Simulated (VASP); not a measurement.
# Cd (P6_3/mmc) in VASP: a series of runs

The runs below take Cd through single point, with BLYP.

Program: VASP 6.6.1. These are calculated values, not measurements. Logs are shortened: lines on timing, memory, paths and dates and some standing lists are left out, and cuts for length are marked.

## (1) The cell of the first run

Symmetry: P6_3/mmc, No. 194, hexagonal system. The conventional cell has a = 3.138 Å, b = 3.138 Å, c = 6.505 Å, α = 90.00°, β = 90.00°, γ = 120.00°. Cd (site symmetry -6m2) has 12 Cd at 3.14 to 3.72 Å within 4.1 Å.

## (2) Single point, BLYP (27.74 Å³/atom)

INCAR reads:

```
SYSTEM = Cd
PREC = Accurate
ENCUT = 520
EDIFF = 1E-7
ISMEAR = -1
SIGMA = 0.1
LREAL = .False.
LASPH = .True.
NELM = 60
ALGO = Normal
ISIF = 2
LWAVE = .False.
LCHARG = .True.
GGA = B5
ALDAX = 1.0
AGGAX = 1.0
AGGAC = 1.0
ALDAC = 0.0
LELF = .True.
LVHAR = .True.
NBANDS = 19
```

KPOINTS reads:

```
Automatic mesh
0
Gamma
  19 19 8
  0 0 0
```

POSCAR reads:

```
Cd
1.0
    3.1380367954      0.0000000000      0.0000000000
   -1.5690183977      2.7176195828      0.0000000000
    0.0000000000      0.0000000000      6.5045478823
Cd
2
Direct
    0.3333333333      0.6666666667      0.2500000000
    0.6666666667      0.3333333333      0.7500000000
```

Potentials or basis: VASP PAW PBE potentials, release 64 (Cd).

On the command line:

```console
cat potpaw_PBE.64/Cd/POTCAR > POTCAR
mpirun -np 1 vasp_std > vasp.out
```

OUTCAR:

```text
SYSTEM = Cd
   PREC = Accurate
   ENCUT = 520
   EDIFF = 1E-7
   ISMEAR = -1
   LREAL = .False.
   LASPH = .True.
   NELM = 60
   ISIF = 2
   GGA = B5

 ion  position               nearest neighbor table
   1  0.333  0.667  0.250-   2 3.72   2 3.72   2 3.72   2 3.72   2 3.72   2 3.72
   2  0.667  0.333  0.750-   1 3.72   1 3.72   1 3.72   1 3.72   1 3.72   1 3.72

  LATTYP: Found a hexagonal cell.
 ALAT       =     3.1380367954
 C/A-ratio  =     2.0728080346

  Lattice vectors:

 A1 = (   3.1380367954,   0.0000000000,   0.0000000000)
 A2 = (  -1.5690183977,   2.7176195828,   0.0000000000)
 A3 = (   0.0000000000,   0.0000000000,   6.5045478823)

Analysis of symmetry for initial positions (statically):
=====================================================================
 Subroutine PRICEL returns:
 Original cell was already a primitive cell.

 Routine SETGRP: Setting up the symmetry group for a
 hexagonal supercell.

 Subroutine GETGRP returns: Found 24 space group operations
 (whereof 12 operations were pure point group operations)
 out of a pool of 24 trial point group operations.

The static configuration has the point symmetry D_3d.
 The point group associated with its full space group is D_6h.

Analysis of symmetry for dynamics (positions and initial velocities):
=====================================================================
 Subroutine PRICEL returns:
 Original cell was already a primitive cell.

 Routine SETGRP: Setting up the symmetry group for a
 hexagonal supercell.

 Subroutine GETGRP returns: Found 24 space group operations
 (whereof 12 operations were pure point group operations)
 out of a pool of 24 trial point group operations.

The dynamic configuration has the point symmetry D_3d.
 The point group associated with its full space group is D_6h.

 Subroutine INISYM returns: Found 24 space group operations
 (whereof 12 operations are pure point group operations),
 and found     1 'primitive' translations

----------------------------------------------------------------------------------------

                                     Primitive cell

  volume of cell :      55.4707

  direct lattice vectors                    reciprocal lattice vectors
     3.138036795  0.000000000  0.000000000     0.318670578  0.183984544  0.000000000
    -1.569018398  2.717619583  0.000000000     0.000000000  0.367969088  0.000000000
     0.000000000  0.000000000  6.504547882     0.000000000  0.000000000  0.153738587

  length of vectors
     3.138036795  3.138036795  6.504547882     0.367969088  0.367969088  0.153738587

  position of ions in fractional coordinates (direct lattice)
     0.333333333  0.666666667  0.250000000
     0.666666667  0.333333333  0.750000000

  ion indices of the primitive-cell ions
   primitive index   ion index
                 1           1
                 2           2

----------------------------------------------------------------------------------------

 KPOINTS: Automatic mesh

Automatic generation of k-mesh.
 Grid dimensions read from file:
 generate k-points for:   19   19    8

 Generating k-lattice:

  Cartesian coordinates                     Fractional coordinates (reciprocal lattice)
     0.016772136  0.009683397  0.000000000     0.052631579  0.000000000  0.000000000
     0.000000000  0.019366794  0.000000000     0.000000000  0.052631579  0.000000000
     0.000000000  0.000000000  0.019217323     0.000000000  0.000000000  0.125000000

  Length of vectors
     0.019366794  0.019366794  0.019217323

  Shift w.r.t. Gamma in fractional coordinates (k-lattice)
     0.000000000  0.000000000  0.000000000

 Subroutine IBZKPT returns following result:
 ===========================================

 Found    200 irreducible k-points:

 Following reciprocal coordinates:
            Coordinates               Weight
  0.000000  0.000000  0.000000      1.000000
  0.052632  0.000000  0.000000      6.000000
  0.105263  0.000000  0.000000      6.000000
  0.157895  0.000000  0.000000      6.000000
  0.210526  0.000000  0.000000      6.000000
  0.263158 -0.000000  0.000000      6.000000
[... 16 lines left out ...]
  0.263158  0.105263  0.000000     12.000000
  0.315789  0.105263  0.000000     12.000000
 [... further k-points ...]
   k-points           NKPTS =    200   k-points in BZ     NKDIM =    200   number of bands    NBANDS=     19
   number of dos      NEDOS =    301   number of ions     NIONS =      2
   total plane-waves  NPLWV =  27648
   dimension x,y,z NGX =    24 NGY =   24 NGZ =   48
   dimension x,y,z NGXF=    48 NGYF=   48 NGZF=   96
   ions per type =               2
   NGX,Y,Z   is equivalent  to a cutoff of  12.71, 12.71, 12.27 a.u.
   NGXF,Y,Z  is equivalent  to a cutoff of  25.43, 25.43, 24.54 a.u.
 SYSTEM =  Cd
   PREC   = accura    normal or accurate (medium, high low for compatibility)
   ISTART =      0    job   : 0-new  1-cont  2-samecut
   ICHARG =      2    charge: 1-file 2-atom 10-const
   ISPIN  =      1    spin polarized calculation?
   LNONCOLLINEAR =      F non collinear calculations
   LSORBIT =      F    spin-orbit coupling
   LASPH  =      T    aspherical Exc in radial PAW
   ENCUT  =  520.0 eV  38.22 Ry    6.18 a.u.   5.83  5.83 12.09*2*pi/ulx,y,z
   NELM   =     60;   NELMIN=  2; NELMDL= -5     # of ELM steps
   EDIFF  = 0.1E-06   stopping-criterion for ELM
   LREAL  =      F    real-space projection
   EDIFFG = 0.1E-05   stopping-criterion for IOM
   NSW    =      0    number of steps for IOM
   IBRION =     -1    ionic relax: 0-MD 1-quasi-New 2-CG
   NFREE  =      0    steps in history (QN), initial steepest desc. (CG)
   ISIF   =      2    stress and relaxation
   ISYM   =      2    0-nonsym 1-usesym 2-fastsym
   POTIM  = 0.5000    time-step for ionic-motion
   TEBEG  =    0.0;   TEEND  =   0.0 temperature during run
   PSTRESS=    0.0 pullay stress
   NELECT =      24.0000    total number of electrons
   NUPDOWN=      -1.0000    fix difference up-down
   EMIN   =  10.00;   EMAX   =-10.00  energy-range for DOS
   EFERMI =   0.00;   METHOD = LEGACY
   ISMEAR =    -1;   SIGMA  =   0.10  broadening in eV -4-tet -1-fermi 0-gaus
   EFERMI_NEDOS =   21; number of points for ismear=-14 and -15
   IALGO  =     38    algorithm
   IMIX   =      4    mixing-type and parameters
     AMIX     =   0.40;   BMIX     =  1.00
     AMIX_MAG =   1.60;   BMIX_MAG =  1.00
  volume/ion in A,a.u.               =      27.74       187.17
  Fermi-wavevector in a.u.,A,eV,Ry     =   1.238200  2.339858 20.859611  1.533138
  Thomas-Fermi vector in A             =   2.372735
   LORBIT       =      0    0 simple, 1 ext, 2 COOP (PROOUT), +10 PAW based schemes
   GGA     = B5    functional components
   LHFCALC =     F    Hartree Fock is set to
   AEXX    =    0.0000 exact exchange contribution
   IVDW    =     0    specifies the selected vdW correction
   LEPSILON=     F    determine dielectric tensor
   LRPA    =     F    only Hartree local field effects (RPA)
 non-spin polarized calculation
  energy-cutoff  :      520.00
  volume of cell :       55.47
 maximum number of plane-waves:      1512
 NGX is ok and might be reduce to    24
   NGX = 11   NGY = 11   NGZ = 25

 number of electron      23.9999979 magnetization

 Free energy of the ion-electron system (eV)
  ---------------------------------------------------
  ext. energy  EPLUGINS =         0.00000000
  ---------------------------------------------------
  free energy    TOTEN  =        -0.27398967 eV

  energy without entropy =       -0.24705126  energy(sigma->0) =       -0.26052047

 E-fermi :   1.8267     XC(G=0):  -9.1856

 val. band max:        1.8023649088   @ k =   0.1053   0.0526   0.2500
 cond. band min:       1.8387280119   @ k =   0.2105   0.1053   0.0000
 fundamental gap:      0.0363631031
 Fermi energy:         1.8267258856

 k-point     1 :       0.0000    0.0000    0.0000
  band No.  band energies     occupation
      1      -7.3957      2.00000
      2      -7.3372      2.00000
      3      -7.0429      2.00000
      4      -7.0429      2.00000
      5      -7.0271      2.00000
      6      -7.0271      2.00000
[... 11 lines left out ...]
     18      16.3157      0.00000
     19      16.6608      0.00000

 k-point     2 :       0.0526    0.0000    0.0000
  band No.  band energies     occupation
      1      -7.3753      2.00000
      2      -7.3198      2.00000
      3      -7.0500      2.00000
      4      -7.0338      2.00000
      5      -7.0242      2.00000
      6      -7.0086      2.00000
[... 11 lines left out ...]
     18      15.8473      0.00000
     19      16.8163      0.00000

 k-point     3 :       0.1053    0.0000    0.0000
  band No.  band energies     occupation
      1      -7.3239      2.00000
      2      -7.2758      2.00000
      3      -7.0663      2.00000
      4      -7.0475      2.00000
      5      -6.9694      2.00000
      6      -6.9547      2.00000
[... 11 lines left out ...]
     18      15.2840      0.00000
     19      15.6787      0.00000

 k-point     4 :       0.1579    0.0000    0.0000
  band No.  band energies     occupation
      1      -7.2853      2.00000
      2      -7.2284      2.00000
      3      -7.0778      2.00000
      4      -7.0312      2.00000
      5      -6.8836      2.00000
      6      -6.8703      2.00000
[... 11 lines left out ...]
     18      13.9349      0.00000
     19      15.0935      0.00000

 k-point     5 :       0.2105    0.0000    0.0000
  band No.  band energies     occupation
      1      -7.3046      2.00000
      2      -7.2306      2.00000
      3      -7.0358      2.00000
      4      -6.9543      2.00000
      5      -6.8628      2.00000
      6      -6.7745      2.00000
[... 11 lines left out ...]
     18      13.5824      0.00000
     19      13.9382      0.00000

 k-point     6 :       0.2632   -0.0000    0.0000
  band No.  band energies     occupation
      1      -7.3572      2.00000
      2      -7.2805      2.00000
      3      -6.9662      2.00000
      4      -6.9543      2.00000
      5      -6.8457      2.00000
      6      -6.8443      2.00000
[... 11 lines left out ...]
     18      12.8094      0.00000
     19      13.8252      0.00000

 k-point     7 :       0.3158   -0.0000    0.0000
  band No.  band energies     occupation
      1      -7.4175      2.00000
      2      -7.3402      2.00000
      3      -7.0618      2.00000
      4      -6.9151      2.00000
      5      -6.8727      2.00000
      6      -6.7456      2.00000
[... 11 lines left out ...]
     18      12.5255      0.00000
     19      13.6378      0.00000

 k-point     8 :       0.3684    0.0000    0.0000
  band No.  band energies     occupation
      1      -7.4721      2.00000
      2      -7.3945      2.00000
      3      -7.1402      2.00000
      4      -6.9734      2.00000
      5      -6.8038      2.00000
      6      -6.7658      2.00000
[... 256 lines left out ...]
 k-point    20 :       0.1053    0.1053    0.0000
  band No.  band energies     occupation
      1      -7.2180      2.00000
      2      -7.1907      2.00000
      3      -7.1061      2.00000
      4      -7.0906      2.00000
      5      -6.8243      2.00000
      6      -6.8096      2.00000
[... 11 lines left out ...]
     18      13.9293      0.00000
     19      14.1253      0.00000

 k-point    21 :       0.1579    0.1053    0.0000
  band No.  band energies     occupation
      1      -7.2220      2.00000
      2      -7.1478      2.00000
      3      -7.1142      2.00000
      4      -7.0418      2.00000
      5      -6.8750      2.00000
      6      -6.8255      2.00000
[... 11 lines left out ...]
     18      12.9821      0.00000
     19      13.8614      0.00000

 k-point    22 :       0.2105    0.1053    0.0000
  band No.  band energies     occupation
      1      -7.2773      2.00000
      2      -7.2027      2.00000
      3      -7.0147      2.00000
      4      -6.9711      2.00000
      5      -6.9365      2.00000
      6      -6.8797      2.00000
[... 11 lines left out ...]
     18      12.3665      0.00000
     19      12.9328      0.00000

 k-point    23 :       0.2632    0.1053    0.0000
  band No.  band energies     occupation
      1      -7.3368      2.00000
      2      -7.2597      2.00000
      3      -7.0582      2.00000
      4      -6.9312      2.00000
      5      -6.9150      2.00000
      6      -6.8194      2.00000
[... 11 lines left out ...]
     18      11.8216      0.00000
     19      12.5761      0.00000

 k-point    24 :       0.3158    0.1053    0.0000
  band No.  band energies     occupation
      1      -7.3893      2.00000
      2      -7.3101      2.00000
      3      -7.1290      2.00000
      4      -6.9748      2.00000
      5      -6.8284      2.00000
      6      -6.7873      2.00000
[... 11 lines left out ...]
     18      11.3840      0.00000
     19      12.8507      0.00000

 [... further k-points ...]
[... 5 lines left out ...]
  --------------------------------------------------------------------------------------
  -------------------------------------------------------------------------------------
  Total       -0.2442238     -0.2442238     -0.0261025      0.0000000      0.0000000      0.0000000
  in kB       -7.0539895     -7.0539895     -0.7539257      0.0000000      0.0000000      0.0000000
  external PRESSURE =      -4.9539682 kB  Pullay stress =       0.0000000 kB

 VOLUME and BASIS-vectors are now :
 -----------------------------------------------------------------------------
  energy-cutoff  :      520.00
  volume of cell :       55.47
      direct lattice vectors                 reciprocal lattice vectors
     3.138036795  0.000000000  0.000000000     0.318670578  0.183984544  0.000000000
    -1.569018398  2.717619583  0.000000000     0.000000000  0.367969088  0.000000000
     0.000000000  0.000000000  6.504547882     0.000000000  0.000000000  0.153738587

 POSITION                                       TOTAL-FORCE (eV/Angst)
 -----------------------------------------------------------------------------------
     -0.00000      1.81175      1.62614         0.000000     -0.000000     -0.000000
      1.56902      0.90587      4.87841        -0.000000      0.000000      0.000000
 -----------------------------------------------------------------------------------
    total drift:                               -0.000000      0.000000      0.000000

  FREE ENERGIE OF THE ION-ELECTRON SYSTEM (eV)
  ---------------------------------------------------
  free  energy   TOTEN  =        -0.2739896742 eV

  energy  without entropy=       -0.2470512629  energy(sigma->0) =       -0.26052047
```

Run time: 50 s. Hardware: 1 thread of Intel Xeon 6975P-C (Granite Rapids), shared host; peak memory 0.29 GiB.

Results:

* Free energy: -0.2740 eV
* Pressure: -0.5 GPa
* Band gap on the k mesh: zero (bands 12 and 13 overlap by 2.95 eV)

Caveat: the PAW data sets were made with another functional, which shifts forces and pressure a little.

## (3) Single point, BLYP (28.80 Å³/atom)

This run uses another cell than the first one, of 28.80 Å³/atom.

INCAR reads:

```
SYSTEM = Cd
AGGAC    = 1.0          
AGGAX    = 1.0          
ALDAC    = 0.0          
ALDAX    = 1.0          
ALGO     = Normal         ! electronic algorithm
EDIFF    = 1E-6           ! SCF threshold, eV
ENCUT    = 520            ! plane-wave cutoff, eV
GGA      = B5             ! functional
ISIF     = 2              ! what is computed and relaxed
ISMEAR   = -1             ! smearing method
LASPH    = .True.         ! aspherical terms in the spheres
LCHARG   = .False.        ! write CHGCAR
LREAL    = .False.        ! projectors in reciprocal space
LWAVE    = .False.        ! write WAVECAR
NBANDS   = 19             ! bands
NELM     = 100            ! most SCF steps
PREC     = Accurate       ! precision mode
SIGMA    = 0.1            ! smearing width, eV
```

KPOINTS reads:

```
k-points
0
Gamma
  19 19 8
  0 0 0
```

POSCAR reads:

```
Cd
1.0
    3.1777629974      0.0000000000      0.0000000000
   -1.5888814987      2.7520234830      0.0000000000
    0.0000000000      0.0000000000      6.5868926730
Cd
2
Direct
    0.3333333333      0.6666666667      0.2500000000
    0.6666666667      0.3333333333      0.7500000000
```

Potentials or basis: VASP PAW PBE potentials, release 64 (Cd).

On the command line:

```console
cat potpaw_PBE.64/Cd/POTCAR > POTCAR
mpirun -np 1 vasp_std > vasp.out
```

Run time: 54 s. Hardware: 1 thread of Intel Xeon 6975P-C (Granite Rapids), shared host; peak memory 0.29 GiB.

It converged, with:

- Free energy: -0.2644 eV
- Pressure: -1.0 GPa
- Band gap on the k mesh: zero (bands 12 and 13 overlap by 2.70 eV)

Stress tensor (GPa, compression positive):
```
-1.20  0.00  0.00
 0.00 -1.20  0.00
 0.00  0.00 -0.46
```

Levels at points of the mesh, in eV from the Fermi level:
```csv
k point,band 10,band 11,band 12,band 13,band 14,band 15
"(0.00, 0.00, 0.00)",-8.33,-7.02,-3.92,-1.86,6.90,10.77
"(0.00, 0.00, 0.50)",-8.37,-6.05,-6.05,2.06,2.06,13.75
```

Caveat: the PAW data sets were made with another functional, which shifts forces and pressure a little.

## (4) Single point, BLYP (29.87 Å³/atom)

This run uses another cell than the first one, of 29.87 Å³/atom.

INCAR reads:

```
PREC = Accurate
ENCUT = 520
EDIFF = 1E-6
ISMEAR = -1
SIGMA = 0.1
LREAL = F
LASPH = T
NELM = 60
ALGO = Normal
ISIF = 2
LWAVE = F
LCHARG = T
GGA = B5
ALDAX = 1.0
AGGAX = 1.0
AGGAC = 1.0
ALDAC = 0.0
LELF = T
LVHAR = T
NBANDS = 19
```

KPOINTS reads:

```
regular mesh
0
Gamma
  19 19 8
```

POSCAR reads:

```
Cd
1.0
    3.2165200244      0.0000000000      0.0000000000
   -1.6082600122      2.7855880529      0.0000000000
    0.0000000000      0.0000000000      6.6672285500
Cd
2
Direct
    0.3333333333      0.6666666667      0.2500000000
    0.6666666667      0.3333333333      0.7500000000
```

On the command line:

```console
cat potpaw_PBE.64/Cd/POTCAR > POTCAR
mpirun -np 1 vasp_std > vasp.out
```

It took 57 s on 1 thread of Intel Xeon 6975P-C (Granite Rapids), shared host; peak memory 0.3 GiB.

It converged, with:

```yaml
Free_energy: -0.2499 eV
Pressure: -1.2 GPa
Band_gap_on_the_k_mesh: zero (bands 12 and 13 overlap by 2.46 eV)
```

Stress tensor (GPa, compression positive):
```
-1.49  0.00  0.00
 0.00 -1.49  0.00
 0.00  0.00 -0.72
```

Levels at points of the mesh, in eV from the Fermi level:
| k point | band 10 | band 11 | band 12 | band 13 | band 14 | band 15 |
| --- | --- | --- | --- | --- | --- | --- |
| (0.00, 0.00, 0.00) | -8.29 | -6.81 | -3.87 | -1.71 | 6.76 | 10.54 |
| (0.00, 0.00, 0.50) | -8.33 | -5.88 | -5.88 | 2.05 | 2.05 | 13.36 |

Caveat: the PAW data sets were made with another functional, which shifts forces and pressure a little.

## (5) Overview

| cell | gap on the mesh (eV) | pressure (GPa) |
| --- | --- | --- |
| a = 3.138, b = 3.138, c = 6.505 Å, angles 90.0, 90.0, 120.0°, 2 atoms | none | -0.5 |
| a = 3.178, b = 3.178, c = 6.587 Å, angles 90.0, 90.0, 120.0°, 2 atoms | none | -1.0 |
| a = 3.217, b = 3.217, c = 6.667 Å, angles 90.0, 90.0, 120.0°, 2 atoms | none | -1.2 |

Alike in all rows: task single point; level BLYP; potentials or basis VASP PAW PBE potentials, release 64 (Cd); no spin polarisation; k mesh 19 × 19 × 8; cutoff (eV) 520; smearing fermi-dirac 0.1 eV.

Caveats: the PAW data sets were made with another functional, which shifts forces and pressure a little.

Total energies depend on the potentials used, so only differences within one code and one set of settings carry meaning.

The gap in the log of VASP goes by the Fermi energy; the results here count the filled bands.